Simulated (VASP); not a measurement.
Wanted: the native input for a VASP 6.6.1 run.

```
Task                   : single point
Functional             : PBE
Potentials or basis    : VASP PAW PBE potentials, release 64 (Ti_sv)
Cutoff                 : 520 eV
k mesh                 : 8 × 8 × 1
Occupations            : fermi-dirac, width 0.05 eV
Spin                   : no spin polarisation
Dipole correction      : yes
Further INCAR settings : ALGO = Normal; EDIFF = 1e-06; NBANDS = 51
```

The structure of Ti lies in POSCAR:

```
Ti
1.0
    3.2820000000      0.0000000000      0.0000000000
    0.0000000000      3.2820000000      0.0000000000
    0.0000000000      0.0000000000     24.8460000000
Ti
7
Direct
    0.5000000000      0.5000000000      0.3018594542
    0.0000000000      0.0000000000      0.3679063028
    0.5000000000      0.5000000000      0.4339531514
    0.0000000000      0.0000000000      0.5000000000
    0.5000000000      0.5000000000      0.5660468486
    0.0000000000      0.0000000000      0.6320936972
    0.5000000000      0.5000000000      0.6981405458
```

These files were run (other wordings do the same):

INCAR

```
ALGO = Normal
DIPOL = 0.5 0.5 0.500
EDIFF = 1E-6
ENCUT = 520
GGA = PE
IDIPOL = 3
ISIF = 2
ISMEAR = -1
LASPH = True
LCHARG = False
LDIPOL = True
LREAL = False
LWAVE = False
NBANDS = 51
NELM = 100
PREC = Accurate
SIGMA = 0.05
```

KPOINTS

```
k-points
0
Gamma
  8 8 1
```

Potentials or basis: VASP PAW PBE potentials, release 64 (Ti_sv).

The run is started by

```bash
$ cat potpaw_PBE.64/Ti_sv/POTCAR > POTCAR
$ mpirun -np 1 vasp_std > vasp.out
```

Results of the run:

* Largest force: 0.623 eV/Å
* Band gap on the k mesh: zero (bands 42 and 43 overlap by 1.31 eV)

Run time: 9.8 min on 1 thread of Intel Xeon 8259CL, with other jobs on the host, peak memory 0.4 GiB.
